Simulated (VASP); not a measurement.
# LiF (Fm-3m) in VASP: further runs

LiF is run at these levels: r2SCAN, PBE; tasks: electric field gradients.

Everything below comes from runs of VASP 6.6.1. Logs are shortened: lines on timing, memory, paths and dates and some standing lists are left out, and cuts for length are marked.

### Step 1. The cell of the first run

The structure is cubic, space group Fm-3m (No. 225). The conventional cell has a = 4.028 Å, b = 4.028 Å, c = 4.028 Å, α = 90.00°, β = 90.00°, γ = 90.00°. Li (site symmetry m-3m) has 6 F at 2.01 Å within 2.7 Å. Within 2.7 Å of F (site symmetry m-3m) lie 6 Li at 2.01 Å.

### Step 2. Electric field gradients, r2SCAN

File POSCAR:

```
LiF
1.0
    0.0000000000      2.0140000000      2.0140000000
    2.0140000000      0.0000000000      2.0140000000
    2.0140000000      2.0140000000      0.0000000000
Li F
1 1
Direct
    0.0000000000      0.0000000000      0.0000000000
    0.5000000000      0.5000000000      0.5000000000
```

File INCAR.step1:

```
SYSTEM = LiF
PREC = Accurate ; ENCUT = 520
ISMEAR = -1 ; SIGMA = 0.03
LREAL = .False. ; LASPH = .True.
NELM = 60 ; NBANDS = 12
GGA = PE ; ALGO = Normal
EDIFF = 1E-4 ; LWAVE = .True.
LCHARG = .False.
```

File INCAR.step2:

```
SYSTEM = LiF
PREC = Accurate ; ENCUT = 520
EDIFF = 1E-8 ; ISMEAR = -1
SIGMA = 0.03 ; LREAL = .False.
LASPH = .True. ; NELM = 60
ALGO = Normal ; ISIF = 2
LWAVE = .False. ; LCHARG = .False.
METAGGA = R2SCAN ; LMIXTAU = .True.
LEFG = .True. ; NBANDS = 12
ISTART = 1
```

File KPOINTS:

```
regular mesh
0
Gamma
  10 10 10
  0 0 0
```

Potentials or basis: VASP PAW PBE potentials, release 64 (Li_sv, F).

Run with:

```console
$ cat potpaw_PBE.64/Li_sv/POTCAR potpaw_PBE.64/F/POTCAR > POTCAR
$ cp INCAR.step1 INCAR
$ mpirun -np 1 vasp_std > vasp.out
$ cp INCAR.step2 INCAR
$ mpirun -np 1 vasp_std > vasp.out
```

OUTCAR:

```text
SYSTEM = LiF
   PREC = Accurate
   ENCUT = 520
   EDIFF = 1E-8
   ISMEAR = -1
   LREAL = .False.
   LASPH = .True.
   NELM = 60
   ISIF = 2
   METAGGA = R2SCAN
   ISTART = 1

 ion  position               nearest neighbor table
   1  0.000  0.000  0.000-   2 2.01   2 2.01   2 2.01   2 2.01   2 2.01   2 2.01
   2  0.500  0.500  0.500-   1 2.01   1 2.01   1 2.01   1 2.01   1 2.01   1 2.01

  LATTYP: Found a face centered cubic cell.
 ALAT       =     4.0280000000

  Lattice vectors:

 A1 = (   0.0000000000,   2.0140000000,   2.0140000000)
 A2 = (   2.0140000000,   0.0000000000,   2.0140000000)
 A3 = (   2.0140000000,   2.0140000000,   0.0000000000)

Analysis of symmetry for initial positions (statically):
=====================================================================
 Subroutine PRICEL returns:
 Original cell was already a primitive cell.

 Routine SETGRP: Setting up the symmetry group for a
 face centered cubic supercell.

 Subroutine GETGRP returns: Found 48 space group operations
 (whereof 48 operations were pure point group operations)
 out of a pool of 48 trial point group operations.

The static configuration has the point symmetry O_h .

Analysis of symmetry for dynamics (positions and initial velocities):
=====================================================================
 Subroutine PRICEL returns:
 Original cell was already a primitive cell.

 Routine SETGRP: Setting up the symmetry group for a
 face centered cubic supercell.

 Subroutine GETGRP returns: Found 48 space group operations
 (whereof 48 operations were pure point group operations)
 out of a pool of 48 trial point group operations.

The dynamic configuration has the point symmetry O_h .

 Subroutine INISYM returns: Found 48 space group operations
 (whereof 48 operations are pure point group operations),
 and found     1 'primitive' translations

----------------------------------------------------------------------------------------

                                     Primitive cell

  volume of cell :      16.3384

  direct lattice vectors                    reciprocal lattice vectors
     0.000000000  2.014000000  2.014000000    -0.248262165  0.248262165  0.248262165
     2.014000000  0.000000000  2.014000000     0.248262165 -0.248262165  0.248262165
     2.014000000  2.014000000  0.000000000     0.248262165  0.248262165 -0.248262165

  length of vectors
     2.848226115  2.848226115  2.848226115     0.430002683  0.430002683  0.430002683

  position of ions in fractional coordinates (direct lattice)
     0.000000000  0.000000000  0.000000000
     0.500000000  0.500000000  0.500000000

  ion indices of the primitive-cell ions
   primitive index   ion index
                 1           1
                 2           2

----------------------------------------------------------------------------------------

 KPOINTS: regular mesh

Automatic generation of k-mesh.
 Grid dimensions read from file:
 generate k-points for:   10   10   10

 Generating k-lattice:

  Cartesian coordinates                     Fractional coordinates (reciprocal lattice)
    -0.024826216  0.024826216  0.024826216     0.100000000  0.000000000  0.000000000
     0.024826216 -0.024826216  0.024826216     0.000000000  0.100000000  0.000000000
     0.024826216  0.024826216 -0.024826216     0.000000000  0.000000000  0.100000000

  Length of vectors
     0.043000268  0.043000268  0.043000268

  Shift w.r.t. Gamma in fractional coordinates (k-lattice)
     0.000000000  0.000000000  0.000000000

 Subroutine IBZKPT returns following result:
 ===========================================

 Found     47 irreducible k-points:

 Following reciprocal coordinates:
            Coordinates               Weight
  0.000000  0.000000  0.000000      1.000000
  0.100000  0.000000  0.000000      8.000000
  0.200000  0.000000  0.000000      8.000000
  0.300000  0.000000  0.000000      8.000000
  0.400000  0.000000  0.000000      8.000000
  0.500000  0.000000  0.000000      4.000000
[... 16 lines left out ...]
  0.300000  0.300000  0.000000      6.000000
  0.400000  0.300000  0.000000     24.000000
 [... further k-points ...]
   k-points           NKPTS =     47   k-points in BZ     NKDIM =     47   number of bands    NBANDS=     12
   number of dos      NEDOS =    301   number of ions     NIONS =      2
   total plane-waves  NPLWV =  13824
   dimension x,y,z NGX =    24 NGY =   24 NGZ =   24
   dimension x,y,z NGXF=    48 NGYF=   48 NGZF=   48
   ions per type =               1   1
   NGX,Y,Z   is equivalent  to a cutoff of  14.01, 14.01, 14.01 a.u.
   NGXF,Y,Z  is equivalent  to a cutoff of  28.02, 28.02, 28.02 a.u.
 SYSTEM =  LiF
   PREC   = accura    normal or accurate (medium, high low for compatibility)
   ISTART =      1    job   : 0-new  1-cont  2-samecut
   ICHARG =      0    charge: 1-file 2-atom 10-const
   ISPIN  =      1    spin polarized calculation?
   LNONCOLLINEAR =      F non collinear calculations
   LSORBIT =      F    spin-orbit coupling
   LASPH  =      T    aspherical Exc in radial PAW
   ENCUT  =  520.0 eV  38.22 Ry    6.18 a.u.   5.30  5.30  5.30*2*pi/ulx,y,z
   NELM   =     60;   NELMIN=  2; NELMDL=  0     # of ELM steps
   EDIFF  = 0.1E-07   stopping-criterion for ELM
   LREAL  =      F    real-space projection
   EDIFFG = 0.1E-06   stopping-criterion for IOM
   NSW    =      0    number of steps for IOM
   IBRION =     -1    ionic relax: 0-MD 1-quasi-New 2-CG
   NFREE  =      0    steps in history (QN), initial steepest desc. (CG)
   ISIF   =      2    stress and relaxation
   ISYM   =      2    0-nonsym 1-usesym 2-fastsym
   POTIM  = 0.5000    time-step for ionic-motion
   TEBEG  =    0.0;   TEEND  =   0.0 temperature during run
   PSTRESS=    0.0 pullay stress
   NELECT =      10.0000    total number of electrons
   NUPDOWN=      -1.0000    fix difference up-down
   EMIN   =  10.00;   EMAX   =-10.00  energy-range for DOS
   EFERMI =   0.00;   METHOD = LEGACY
   ISMEAR =    -1;   SIGMA  =   0.03  broadening in eV -4-tet -1-fermi 0-gaus
   EFERMI_NEDOS =   21; number of points for ismear=-14 and -15
   IALGO  =     38    algorithm
   IMIX   =      4    mixing-type and parameters
     AMIX     =   0.40;   BMIX     =  1.00
     AMIX_MAG =   1.60;   BMIX_MAG =  1.00
  volume/ion in A,a.u.               =       8.17        55.13
  Fermi-wavevector in a.u.,A,eV,Ry     =   1.389970  2.626662 26.286674  1.932016
  Thomas-Fermi vector in A             =   2.513950
   LORBIT       =      0    0 simple, 1 ext, 2 COOP (PROOUT), +10 PAW based schemes
   METAGGA = R2SCAN    functional components
   LHFCALC =     F    Hartree Fock is set to
   AEXX    =    0.0000 exact exchange contribution
   IVDW    =     0    specifies the selected vdW correction
   LEPSILON=     F    determine dielectric tensor
   LRPA    =     F    only Hartree local field effects (RPA)
 non-spin polarized calculation
  energy-cutoff  :      520.00
  volume of cell :       16.34
 maximum number of plane-waves:       459
 NGX is ok and might be reduce to    24
   NGX = 11   NGY = 11   NGZ = 11

 number of electron       9.9999992 magnetization

 Free energy of the ion-electron system (eV)
  ---------------------------------------------------
  ext. energy  EPLUGINS =         0.00000000
  ---------------------------------------------------
  free energy    TOTEN  =       -11.89906536 eV

  energy without entropy =      -11.89906536  energy(sigma->0) =      -11.89906536

 E-fermi :  -1.0054     XC(G=0): -10.5440

 val. band max:       -1.6386191102   @ k =   0.0000   0.0000   0.0000
 cond. band min:       8.6268855336   @ k =   0.0000   0.0000   0.0000
 fundamental gap:     10.2655046438
 Fermi energy:        -1.0053940031

 k-point     1 :       0.0000    0.0000    0.0000
  band No.  band energies     occupation
      1     -43.7088      2.00000
      2     -22.7359      2.00000
      3      -1.6386      2.00000
      4      -1.6386      2.00000
      5      -1.6386      2.00000
      6       8.6269      0.00000
      7      23.8416      0.00000
      8      23.8416      0.00000
      9      23.8416      0.00000
     10      24.4333      0.00000
     11      24.4333      0.00000
     12      24.4340      0.00000
[... 331 lines left out ...]
 k-point    24 :       0.4000    0.3000    0.0000
  band No.  band energies     occupation
      1     -43.6504      2.00000
      2     -22.2285      2.00000
      3      -3.9410      2.00000
      4      -2.5165      2.00000
      5      -2.4071      2.00000
      6      12.6376      0.00000
      7      16.2310      0.00000
      8      18.5549      0.00000
      9      20.1681      0.00000
     10      21.1713      0.00000
     11      33.9971      0.00000
     12      34.7803      0.00000

 [... further k-points ...]
[... 5 lines left out ...]
  --------------------------------------------------------------------------------------
  -------------------------------------------------------------------------------------
  Total       -0.3045271     -0.3045271     -0.3045271      0.0000000      0.0000000     -0.0000000
  in kB      -29.8626337    -29.8626337    -29.8626337      0.0000000      0.0000000     -0.0000000
  external PRESSURE =     -29.8626337 kB  Pullay stress =       0.0000000 kB

 VOLUME and BASIS-vectors are now :
 -----------------------------------------------------------------------------
  energy-cutoff  :      520.00
  volume of cell :       16.34
      direct lattice vectors                 reciprocal lattice vectors
     0.000000000  2.014000000  2.014000000    -0.248262165  0.248262165  0.248262165
     2.014000000  0.000000000  2.014000000     0.248262165 -0.248262165  0.248262165
     2.014000000  2.014000000  0.000000000     0.248262165  0.248262165 -0.248262165

 POSITION                                       TOTAL-FORCE (eV/Angst)
 -----------------------------------------------------------------------------------
      0.00000      0.00000      0.00000        -0.000000     -0.000000      0.000000
      2.01400      2.01400      2.01400         0.000000      0.000000     -0.000000
 -----------------------------------------------------------------------------------
    total drift:                               -0.000000     -0.000000      0.000000

  FREE ENERGIE OF THE ION-ELECTRON SYSTEM (eV)
  ---------------------------------------------------
  free  energy   TOTEN  =       -11.8990653639 eV

  energy  without entropy=      -11.8990653639  energy(sigma->0) =      -11.89906536

 Electric field gradients (V/A^2)
---------------------------------------------------------------------
 ion       V_xx      V_yy      V_zz      V_xy      V_xz      V_yz
---------------------------------------------------------------------
   1       0.000    -0.000     0.000    -0.001    -0.001    -0.001
   2      -0.000    -0.000     0.000     0.000     0.000     0.000
---------------------------------------------------------------------

 Electric field gradients after diagonalization (V/A^2)
 (convention: |V_zz| > |V_xx| > |V_yy|)
----------------------------------------------------------------------
 ion       V_xx      V_yy      V_zz     asymmetry (V_yy - V_xx)/ V_zz
----------------------------------------------------------------------
   1       0.001     0.001    -0.002       0.000
   2      -0.000    -0.000     0.000       0.000
----------------------------------------------------------------------

           NMR quadrupolar parameters

 Cq : quadrupolar parameter    Cq=e*Q*V_zz/h
 eta: asymmetry parameters     (V_yy - V_xx)/ V_zz
 Q  : nuclear electric quadrupole moment in mb (millibarn)
----------------------------------------------------------------------
 ion       Cq(MHz)       eta       Q (mb)
----------------------------------------------------------------------
   1      -0.000       0.000       1.000
   2       0.000       0.000       1.000
----------------------------------------------------------------------
```

Run time: 36 s. Hardware: 1 thread of Intel Xeon 6975P-C, shared host; peak memory 0.14 GiB.

Results:

| Item | Value |
| --- | --- |
| Free energy | -11.8991 eV |
| Band gap on the k mesh | 10.27 eV, direct |

Caveat: the cutoff is under 1.25 times the usual one of these potentials, so pressure, stress and relaxed cells hold a basis-set (Pulay) error; without QUAD_EFG the Cq values of the log hold for a quadrupole moment of 1 mb, not for the nuclei; the PAW data sets were made with another functional, which shifts forces and pressure a little. r2SCAN opens gaps a little over a GGA but as a rule still falls short of measured ones.

[end of part 1 of 3]
